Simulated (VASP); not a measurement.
Crystal: HgTe (Coloradoite).

```
CELL_PARAMETERS angstrom
0.00000 3.23579 3.23579
3.23579 0.00000 3.23579
3.23579 3.23579 0.00000
ATOMIC_POSITIONS crystal
Hg 0.00000 0.00000 0.00000
Te 0.75000 0.75000 0.75000
```

Base run:

| Item | Value |
| --- | --- |
| Program | VASP 6.6.1 |
| Functional | PBE |
| Dispersion | D3(BJ) |
| Potentials or basis | VASP PAW PBE potentials, release 64 (Hg, Te) |
| Cutoff | 520 eV |
| k mesh | 7 × 7 × 7 |
| Occupations | fermi-dirac, width 0.05 eV |
| Spin | no spin polarisation |

Its results: band gap on the k mesh zero (filled and empty bands touch); pressure 1.6 GPa.

Question: After a change of settings the same cell gave: band gap on the k mesh zero (filled and empty bands touch); pressure -0.8 GPa. Which change was it?
A. functional from PBE to BLYP; further incar settings from ALGO = Normal; EDIFF = 1e-07; NBANDS = 16 to ALGO = Normal; EDIFF = 1e-06; NBANDS = 16
B. functional from PBE to BLYP; dispersion from D3(BJ) to none
C. functional from PBE to PBEsol
D. dispersion from D3(BJ) to D4; further incar settings from ALGO = Normal; EDIFF = 1e-07; NBANDS = 16 to ALGO = Normal; EDIFF = 1e-06; NBANDS = 16

Answer: C.

PBEsol binds more tightly than PBE, so the same cell stands under less pressure.

Caveats: spin-orbit coupling is left out, which moves the levels of the heavy elements; pairwise dispersion overbinds metals, which lowers pressure and volume; the PAW data sets were made with another functional, which shifts forces and pressure a little (some runs).
